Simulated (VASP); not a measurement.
# CsSnI3 (Pm-3m) in VASP: notebook

The runs below take CsSnI3 through single point, relaxation of cell and atoms, with r2SCAN, HSE06, PBE.

All numbers are computed with VASP 6.6.1; they aren't measurements. Logs are shortened: lines on timing, memory, paths and dates and some standing lists are left out, and cuts for length are marked.

## (1) The cell of the first run

The structure is cubic, space group Pm-3m (No. 221). The conventional cell has a = 6.206 Å, b = 6.206 Å, c = 6.206 Å, α = 90.00°, β = 90.00°, γ = 90.00°. Cs (site symmetry m-3m) has 12 I at 4.39 Å and 8 Sn at 5.37 Å within 5.8 Å. I (site symmetry 4/mmm) has 2 Sn at 3.10 Å within 4.1 Å. Sn (site symmetry m-3m) has 6 I at 3.10 Å within 4.1 Å.

## (2) Single point, r2SCAN

POSCAR

```
CsSnI3
1.0
    6.2057000000      0.0000000000      0.0000000000
    0.0000000000      6.2057000000      0.0000000000
    0.0000000000      0.0000000000      6.2057000000
Cs I Sn
1 3 1
Direct
    0.0000000000      0.0000000000      0.0000000000
    0.5000000000      0.5000000000      0.0000000000
    0.5000000000      0.0000000000      0.5000000000
    0.0000000000      0.5000000000      0.5000000000
    0.5000000000      0.5000000000      0.5000000000
```

INCAR.step1

```
SYSTEM = CsSnI3
PREC = Accurate
ENCUT = 520
ISMEAR = 0
SIGMA = 0.01
LREAL = .False.
LASPH = .True.
NELM = 80
NBANDS = 30
GGA = PE
ALGO = Normal
EDIFF = 1E-4
LWAVE = .True.
LCHARG = .False.
```

INCAR.step2

```
SYSTEM = CsSnI3
PREC = Accurate
ENCUT = 520
EDIFF = 1E-6
ISMEAR = 0
SIGMA = 0.01
LREAL = .False.
LASPH = .True.
NELM = 80
ALGO = Normal
ISIF = 2
LWAVE = .False.
LCHARG = .True.
METAGGA = R2SCAN
LMIXTAU = .True.
LELF = .True.
LVHAR = .True.
NBANDS = 30
ISTART = 1
```

KPOINTS

```
Automatic mesh
0
Gamma
  4 4 4
  0 0 0
```

Potentials or basis: VASP PAW PBE potentials, release 64 (Cs_sv, I, Sn_d).

Command:

```bash
$ cat potpaw_PBE.64/Cs_sv/POTCAR potpaw_PBE.64/I/POTCAR potpaw_PBE.64/Sn_d/POTCAR > POTCAR
$ cp INCAR.step1 INCAR
$ mpirun -np 1 vasp_std > vasp.out
$ cp INCAR.step2 INCAR
$ mpirun -np 1 vasp_std > vasp.out
```

OUTCAR:

```text
SYSTEM = CsSnI3
   PREC = Accurate
   ENCUT = 520
   EDIFF = 1E-6
   ISMEAR = 0
   LREAL = .False.
   LASPH = .True.
   NELM = 80
   ISIF = 2
   METAGGA = R2SCAN
   ISTART = 1

 ion  position               nearest neighbor table
   1  0.000  0.000  0.000-
   2  0.500  0.500  0.000-   5 3.10   5 3.10
   3  0.500  0.000  0.500-   5 3.10   5 3.10
   4  0.000  0.500  0.500-   5 3.10   5 3.10
   5  0.500  0.500  0.500-   2 3.10   3 3.10   4 3.10   2 3.10   3 3.10   4 3.10

  LATTYP: Found a simple cubic cell.
 ALAT       =     6.2057000000

  Lattice vectors:

 A1 = (   6.2057000000,   0.0000000000,   0.0000000000)
 A2 = (   0.0000000000,   6.2057000000,   0.0000000000)
 A3 = (   0.0000000000,   0.0000000000,   6.2057000000)

Analysis of symmetry for initial positions (statically):
=====================================================================
 Subroutine PRICEL returns:
 Original cell was already a primitive cell.

 Routine SETGRP: Setting up the symmetry group for a
 simple cubic supercell.

 Subroutine GETGRP returns: Found 48 space group operations
 (whereof 48 operations were pure point group operations)
 out of a pool of 48 trial point group operations.

The static configuration has the point symmetry O_h .

Analysis of symmetry for dynamics (positions and initial velocities):
=====================================================================
 Subroutine PRICEL returns:
 Original cell was already a primitive cell.

 Routine SETGRP: Setting up the symmetry group for a
 simple cubic supercell.

 Subroutine GETGRP returns: Found 48 space group operations
 (whereof 48 operations were pure point group operations)
 out of a pool of 48 trial point group operations.

The dynamic configuration has the point symmetry O_h .

 Subroutine INISYM returns: Found 48 space group operations
 (whereof 48 operations are pure point group operations),
 and found     1 'primitive' translations

----------------------------------------------------------------------------------------

                                     Primitive cell

  volume of cell :     238.9859

  direct lattice vectors                    reciprocal lattice vectors
     6.205700000  0.000000000  0.000000000     0.161142176  0.000000000  0.000000000
[... 76 lines left out ...]
   NELM   =     80;   NELMIN=  2; NELMDL=  0     # of ELM steps
   EDIFF  = 0.1E-05   stopping-criterion for ELM
   LREAL  =      F    real-space projection
   EDIFFG = 0.1E-04   stopping-criterion for IOM
   NSW    =      0    number of steps for IOM
   IBRION =     -1    ionic relax: 0-MD 1-quasi-New 2-CG
   NFREE  =      0    steps in history (QN), initial steepest desc. (CG)
   ISIF   =      2    stress and relaxation
   ISYM   =      2    0-nonsym 1-usesym 2-fastsym
   POTIM  = 0.5000    time-step for ionic-motion
   TEBEG  =    0.0;   TEEND  =   0.0 temperature during run
   PSTRESS=    0.0 pullay stress
   NELECT =      44.0000    total number of electrons
   NUPDOWN=      -1.0000    fix difference up-down
   EMIN   =  10.00;   EMAX   =-10.00  energy-range for DOS
   EFERMI =   0.00;   METHOD = LEGACY
   ISMEAR =     0;   SIGMA  =   0.01  broadening in eV -4-tet -1-fermi 0-gaus
   EFERMI_NEDOS =   21; number of points for ismear=-14 and -15
   IALGO  =     38    algorithm
   IMIX   =      4    mixing-type and parameters
     AMIX     =   0.40;   BMIX     =  1.00
     AMIX_MAG =   1.60;   BMIX_MAG =  1.00
  volume/ion in A,a.u.               =      47.80       322.55
  Fermi-wavevector in a.u.,A,eV,Ry     =   0.931326  1.759950 11.801253  0.867368
  Thomas-Fermi vector in A             =   2.057807
   LORBIT       =      0    0 simple, 1 ext, 2 COOP (PROOUT), +10 PAW based schemes
   METAGGA = R2SCAN    functional components
   LHFCALC =     F    Hartree Fock is set to
   AEXX    =    0.0000 exact exchange contribution
   IVDW    =     0    specifies the selected vdW correction
   LEPSILON=     F    determine dielectric tensor
   LRPA    =     F    only Hartree local field effects (RPA)
 non-spin polarized calculation
 Gauss-broadening in eV      SIGMA  =   0.01
  energy-cutoff  :      520.00
  volume of cell :      238.99
 maximum number of plane-waves:      6488
 NGX is ok and might be reduce to    48
   NGX = 23   NGY = 23   NGZ = 23

 number of electron      43.9999983 magnetization

 Free energy of the ion-electron system (eV)
  ---------------------------------------------------
  ext. energy  EPLUGINS =         0.00000000
  ---------------------------------------------------
  free energy    TOTEN  =      -128.62685415 eV

  energy without entropy =     -128.62685415  energy(sigma->0) =     -128.62685415

 E-fermi :   2.9052     XC(G=0):  -7.9057

 val. band max:        2.8495811661   @ k =   0.5000   0.5000   0.5000
 cond. band min:       3.2710474361   @ k =   0.5000   0.5000   0.5000
 fundamental gap:      0.4214662699
 Fermi energy:         2.9052288720

 k-point     1 :       0.0000    0.0000    0.0000
  band No.  band energies     occupation
      1     -20.2781      2.00000
      2     -20.1216      2.00000
      3     -20.1216      2.00000
      4     -20.0947      2.00000
      5     -20.0947      2.00000
      6     -20.0947      2.00000
[... 319 lines left out ...]
     29       7.1332      0.00000
     30       8.3572      0.00000

------------------------ aborting loop because EDIFF is reached ----------------------------------------

  FORCE on cell =-STRESS in cart. coord.  units (eV):
  Direction    XX          YY          ZZ          XY          YZ          ZX
  --------------------------------------------------------------------------------------
  -------------------------------------------------------------------------------------
  Total        0.4771333      0.4771333      0.4771333     -0.0000000      0.0000000     -0.0000000
  in kB        3.1987332      3.1987332      3.1987332     -0.0000000      0.0000000     -0.0000000
  external PRESSURE =       3.1987332 kB  Pullay stress =       0.0000000 kB

 VOLUME and BASIS-vectors are now :
 -----------------------------------------------------------------------------
  energy-cutoff  :      520.00
  volume of cell :      238.99
      direct lattice vectors                 reciprocal lattice vectors
     6.205700000  0.000000000  0.000000000     0.161142176  0.000000000  0.000000000
     0.000000000  6.205700000  0.000000000     0.000000000  0.161142176  0.000000000
     0.000000000  0.000000000  6.205700000     0.000000000  0.000000000  0.161142176

 POSITION                                       TOTAL-FORCE (eV/Angst)
 -----------------------------------------------------------------------------------
      0.00000      0.00000      0.00000         0.000000      0.000000      0.000000
      3.10285      3.10285      0.00000         0.000000      0.000000      0.000000
      3.10285      0.00000      3.10285         0.000000      0.000000      0.000000
      0.00000      3.10285      3.10285         0.000000      0.000000      0.000000
      3.10285      3.10285      3.10285         0.000000      0.000000      0.000000
 -----------------------------------------------------------------------------------
    total drift:                                0.000000     -0.000000     -0.000000

  FREE ENERGIE OF THE ION-ELECTRON SYSTEM (eV)
  ---------------------------------------------------
  free  energy   TOTEN  =      -128.6268541542 eV

  energy  without entropy=     -128.6268541542  energy(sigma->0) =     -128.62685415
```

OSZICAR.step1:

```text
N       E                     dE             d eps       ncg     rms          rms(c)
DAV:   1     0.349130886606E+03    0.34913E+03   -0.18206E+04   600   0.135E+03
DAV:   2     0.313236200855E+02   -0.31781E+03   -0.30351E+03   700   0.277E+02
DAV:   3    -0.123283326420E+02   -0.43652E+02   -0.43320E+02   710   0.116E+02
DAV:   4    -0.141631572761E+02   -0.18348E+01   -0.18295E+01   762   0.274E+01
DAV:   5    -0.142197110358E+02   -0.56554E-01   -0.56548E-01   894   0.464E+00    0.422E+00
DAV:   6    -0.139650888972E+02    0.25462E+00   -0.38156E-01   782   0.319E+00    0.276E+00
DAV:   7    -0.139422106458E+02    0.22878E-01   -0.29676E-01   776   0.214E+00    0.103E+00
DAV:   8    -0.139464204281E+02   -0.42098E-02   -0.44451E-02   708   0.137E+00    0.303E-01
DAV:   9    -0.139461893479E+02    0.23108E-03   -0.41344E-03   782   0.485E-01    0.123E-01
DAV:  10    -0.139463918375E+02   -0.20249E-03   -0.64530E-04   684   0.132E-01    0.430E-02
DAV:  11    -0.139464441809E+02   -0.52343E-04   -0.28959E-04   612   0.115E-01
   1 F= -.13946444E+02 E0= -.13946444E+02  d E =-.655134E-15
```

Run time: 5.1 min. Hardware: 1 thread of Oxide Virtual Turin-like, shared host; peak memory 0.37 GiB.

Results:

| Quantity | Value |
| --- | --- |
| Free energy | -128.6269 eV |
| Pressure | 0.3 GPa |
| Band gap on the k mesh | 0.42 eV |

Levels at points of the mesh, in eV from the valence-band top:
```
           k point  band 19  band 20  band 21  band 22  band 23  band 24  band 25  band 26
(0.00, 0.00, 0.00)    -2.63    -2.47    -2.47    -2.47     2.51     3.29     3.29     3.68
(0.50, 0.00, 0.00)    -2.79    -2.59    -2.59    -1.75     1.16     4.06     4.17     4.48
(0.50, 0.50, 0.00)    -2.94    -2.84    -2.03    -0.86     0.85     0.85     4.20     4.56
(0.50, 0.50, 0.50)    -2.01    -2.01    -2.01     0.00     0.42     0.42     0.42     3.32
```

Caveat: semilocal functionals underestimate gaps, and a narrow one can read as zero; the PAW data sets were made with another functional, which shifts forces and pressure a little; spin-orbit coupling is left out, which moves the levels of the heavy elements.

## (3) Single point, HSE06

POSCAR is that of step 2.

INCAR.step1

```
SYSTEM = CsSnI3
  PREC = Accurate
  ENCUT = 520
  EDIFF = 1E-5
  ISMEAR = 0
  SIGMA = 0.01
  LREAL = .FALSE.
  LASPH = .TRUE.
  NELM = 80
  ALGO = Normal
  ISIF = 2
  LWAVE = .TRUE.
  LCHARG = .FALSE.
  NBANDS = 30
  GGA = PE
```

INCAR.step2

```
SYSTEM = CsSnI3
  PREC = Accurate
  ENCUT = 520
  EDIFF = 1E-6
  ISMEAR = 0
  SIGMA = 0.01
  LREAL = .FALSE.
  LASPH = .TRUE.
  NELM = 80
  ALGO = Normal
  ISIF = 2
  LWAVE = .FALSE.
  LCHARG = .FALSE.
  GGA = PE
  LHFCALC = .TRUE.
  HFSCREEN = 0.2079
  PRECFOCK = Fast
  NBANDS = 30
  ISTART = 1
```

KPOINTS

```
regular mesh
0
G
  2 2 2
  0 0 0
```

Potentials or basis: VASP PAW PBE potentials, release 64 (Cs_sv, I, Sn_d).

Command:

```bash
$ cat potpaw_PBE.64/Cs_sv/POTCAR potpaw_PBE.64/I/POTCAR potpaw_PBE.64/Sn_d/POTCAR > POTCAR
$ cp INCAR.step1 INCAR
$ mpirun -np 1 vasp_std > vasp.out
$ cp INCAR.step2 INCAR
$ mpirun -np 1 vasp_std > vasp.out
```

OUTCAR:

```text
SYSTEM = CsSnI3
   PREC = Accurate
   ENCUT = 520
   EDIFF = 1E-6
   ISMEAR = 0
   LREAL = .FALSE.
   LASPH = .TRUE.
   NELM = 80
   ISIF = 2
   GGA = PE
   LHFCALC = .TRUE.
   HFSCREEN = 0.2079
   PRECFOCK = Fast
   ISTART = 1

 ion  position               nearest neighbor table
   1  0.000  0.000  0.000-
   2  0.500  0.500  0.000-   5 3.10   5 3.10
   3  0.500  0.000  0.500-   5 3.10   5 3.10
   4  0.000  0.500  0.500-   5 3.10   5 3.10
   5  0.500  0.500  0.500-   2 3.10   3 3.10   4 3.10   2 3.10   3 3.10   4 3.10

  LATTYP: Found a simple cubic cell.
 ALAT       =     6.2057000000

  Lattice vectors:

 A1 = (   6.2057000000,   0.0000000000,   0.0000000000)
 A2 = (   0.0000000000,   6.2057000000,   0.0000000000)
 A3 = (   0.0000000000,   0.0000000000,   6.2057000000)

Analysis of symmetry for initial positions (statically):
=====================================================================
 Subroutine PRICEL returns:
 Original cell was already a primitive cell.

 Routine SETGRP: Setting up the symmetry group for a
 simple cubic supercell.

 Subroutine GETGRP returns: Found 48 space group operations
 (whereof 48 operations were pure point group operations)
 out of a pool of 48 trial point group operations.

The static configuration has the point symmetry O_h .

Analysis of symmetry for dynamics (positions and initial velocities):
=====================================================================
 Subroutine PRICEL returns:
 Original cell was already a primitive cell.

 Routine SETGRP: Setting up the symmetry group for a
 simple cubic supercell.

[... 111 lines left out ...]
  Fermi-wavevector in a.u.,A,eV,Ry     =   0.931326  1.759950 11.801253  0.867368
  Thomas-Fermi vector in A             =   2.057807
   LORBIT       =      0    0 simple, 1 ext, 2 COOP (PROOUT), +10 PAW based schemes
   GGA     = PE    functional components
   LHFCALC =     T    Hartree Fock is set to
   PRECFOCK=fast      Normal, Fast or Accurate (Low or Medium for compatibility)
   ENCUT4O =  -1.0   cutoff for four orbital integrals eV
   NKREDX  =     1    reduce k-point grid by
   NKREDY  =     1    reduce k-point grid by
   NKREDZ  =     1    reduce k-point grid by
   AEXX    =    0.2500 exact exchange contribution
   HFSCREEN=    0.2079 screening length (either q_TF or 0.3 A-1)
   HFSCREENC=   0.2079 screening length for correlation (either q_TF or 0.3 A-1)
   ENCUTFOCK=  -1.0 apply spherical cutoff to Coloumb kernel
   IVDW    =     0    specifies the selected vdW correction
   LEPSILON=     F    determine dielectric tensor
   LRPA    =     F    only Hartree local field effects (RPA)
 non-spin polarized calculation
 Gauss-broadening in eV      SIGMA  =   0.01
  energy-cutoff  :      520.00
  volume of cell :      238.99
 maximum number of plane-waves:      6488
 NGX is ok and might be reduce to    48
  NGX = 28; NGY = 28; NGZ = 28

 number of electron      43.9999983 magnetization

 Free energy of the ion-electron system (eV)
  ---------------------------------------------------
  ext. energy  EPLUGINS =         0.00000000
  ---------------------------------------------------
  free energy    TOTEN  =       -15.75680281 eV

  energy without entropy =      -15.75680281  energy(sigma->0) =      -15.75680281

 E-fermi :   2.5942     XC(G=0):  -6.3208

 val. band max:        2.5184196102   @ k =   0.5000   0.5000   0.5000
 cond. band min:       3.2882150959   @ k =   0.5000   0.5000   0.5000
 fundamental gap:      0.7697954858
 Fermi energy:         2.5941861745

 k-point     1 :       0.0000    0.0000    0.0000
  band No.  band energies     occupation
      1     -22.0596      2.00000
      2     -22.0596      2.00000
      3     -22.0330      2.00000
      4     -22.0330      2.00000
      5     -22.0330      2.00000
      6     -21.5225      2.00000
[... 121 lines left out ...]
     29       7.2523      0.00000
     30       8.5567      0.00000

------------------------ aborting loop because EDIFF is reached ----------------------------------------

  FORCE on cell =-STRESS in cart. coord.  units (eV):
  Direction    XX          YY          ZZ          XY          YZ          ZX
  --------------------------------------------------------------------------------------
  -------------------------------------------------------------------------------------
  Total        2.5895729      2.5895729      2.5895729      0.0000000      0.0000000     -0.0000000
  in kB       17.3606665     17.3606665     17.3606665      0.0000000      0.0000000     -0.0000000
  external PRESSURE =      17.3606665 kB  Pullay stress =       0.0000000 kB

 VOLUME and BASIS-vectors are now :
 -----------------------------------------------------------------------------
  energy-cutoff  :      520.00
  volume of cell :      238.99
      direct lattice vectors                 reciprocal lattice vectors
     6.205700000  0.000000000  0.000000000     0.161142176  0.000000000  0.000000000
     0.000000000  6.205700000  0.000000000     0.000000000  0.161142176  0.000000000
     0.000000000  0.000000000  6.205700000     0.000000000  0.000000000  0.161142176

 POSITION                                       TOTAL-FORCE (eV/Angst)
 -----------------------------------------------------------------------------------
      0.00000      0.00000      0.00000         0.000000      0.000000      0.000000
      3.10285      3.10285      0.00000         0.000000      0.000000      0.000000
      3.10285      0.00000      3.10285         0.000000      0.000000      0.000000
      0.00000      3.10285      3.10285         0.000000      0.000000      0.000000
      3.10285      3.10285      3.10285         0.000000      0.000000      0.000000
 -----------------------------------------------------------------------------------
    total drift:                               -0.000009     -0.000007     -0.000008

  FREE ENERGIE OF THE ION-ELECTRON SYSTEM (eV)
  ---------------------------------------------------
  free  energy   TOTEN  =       -15.7568028119 eV

  energy  without entropy=      -15.7568028119  energy(sigma->0) =      -15.75680281
```

OSZICAR.step1:

```text
N       E                     dE             d eps       ncg     rms          rms(c)
DAV:   1     0.340472107497E+03    0.34047E+03   -0.18100E+04   240   0.131E+03
DAV:   2     0.273050579568E+02   -0.31317E+03   -0.30151E+03   284   0.269E+02
DAV:   3    -0.118456575461E+02   -0.39151E+02   -0.38886E+02   292   0.107E+02
DAV:   4    -0.134167614090E+02   -0.15711E+01   -0.15641E+01   312   0.254E+01
DAV:   5    -0.134667324715E+02   -0.49971E-01   -0.49963E-01   344   0.422E+00    0.385E+00
DAV:   6    -0.131033587770E+02    0.36337E+00   -0.48185E-01   314   0.347E+00    0.254E+00
DAV:   7    -0.130574896074E+02    0.45869E-01   -0.41242E-01   298   0.249E+00    0.119E+00
DAV:   8    -0.130651044401E+02   -0.76148E-02   -0.57641E-02   282   0.158E+00    0.377E-01
DAV:   9    -0.130641312372E+02    0.97320E-03   -0.69345E-03   296   0.620E-01    0.218E-01
DAV:  10    -0.130644857306E+02   -0.35449E-03   -0.12670E-03   252   0.173E-01    0.454E-02
DAV:  11    -0.130644801244E+02    0.56061E-05   -0.32352E-04   298   0.135E-01    0.305E-02
DAV:  12    -0.130644795783E+02    0.54617E-06   -0.24355E-05   268   0.222E-02
   1 F= -.13064480E+02 E0= -.13064480E+02  d E =-.163380E-44
```

Wall time 5.7 min (1 thread of Oxide Virtual Turin-like, shared host); peak memory 0.42 GiB.

What came out:

```yaml
Free_energy: -15.7568 eV
Pressure: 1.7 GPa
Band_gap_on_the_k_mesh: 0.77 eV
```

Caveat: the k points lie up to 0.51 Å⁻¹ apart; the PAW data sets were made with another functional, which shifts forces and pressure a little; spin-orbit coupling is left out, which moves the levels of the heavy elements.

## (4) Single point, PBE

This run uses another cell than the first one, of 49.30 Å³/atom.

INCAR

```
SYSTEM = CsSnI3
PREC = Accurate
ENCUT = 520
EDIFF = 1E-6
ISMEAR = -1
SIGMA = 0.05
LREAL = .False.
LASPH = .True.
NELM = 80
ALGO = Normal
ISIF = 2
LWAVE = .False.
LCHARG = .False.
GGA = PE
NBANDS = 30
```

KPOINTS

```
regular mesh
0
Gamma
  5 5 5
  0 0 0
```

POSCAR, as its differences from that of step 3:

```diff
@@ -2,5 +2,5 @@
 1.0
-    6.2057000000      0.0000000000      0.0000000000
-    0.0000000000      6.2057000000      0.0000000000
-    0.0000000000      0.0000000000      6.2057000000
+    6.2700665349      0.0000000000      0.0000000000
+    0.0000000000      6.2700665349      0.0000000000
+    0.0000000000      0.0000000000      6.2700665349
 Cs I Sn
```

Command:

```bash
$ cat potpaw_PBE.64/Cs_sv/POTCAR potpaw_PBE.64/I/POTCAR potpaw_PBE.64/Sn_d/POTCAR > POTCAR
$ mpirun -np 1 vasp_std > vasp.out
```

Run time: 1.9 min. Hardware: 1 thread of Oxide Virtual Turin-like, shared host; peak memory 0.32 GiB.

The run converged. Its results:

```
Free energy            : -14.0622 eV
Pressure               : 0.0 GPa
Band gap on the k mesh : 1.78 eV
```

Levels at points of the mesh, in eV from the valence-band top:
```
           k point  band 19  band 20  band 21  band 22  band 23  band 24  band 25  band 26
(0.00, 0.00, 0.00)    -1.33    -1.19    -1.19    -1.19     3.14     4.12     4.12     4.46
```

Caveat: spin-orbit coupling is left out, which moves the levels of the heavy elements; an odd mesh through Γ misses points on the zone boundary, where band edges can lie.

(Part 1 of 2 ends here.)
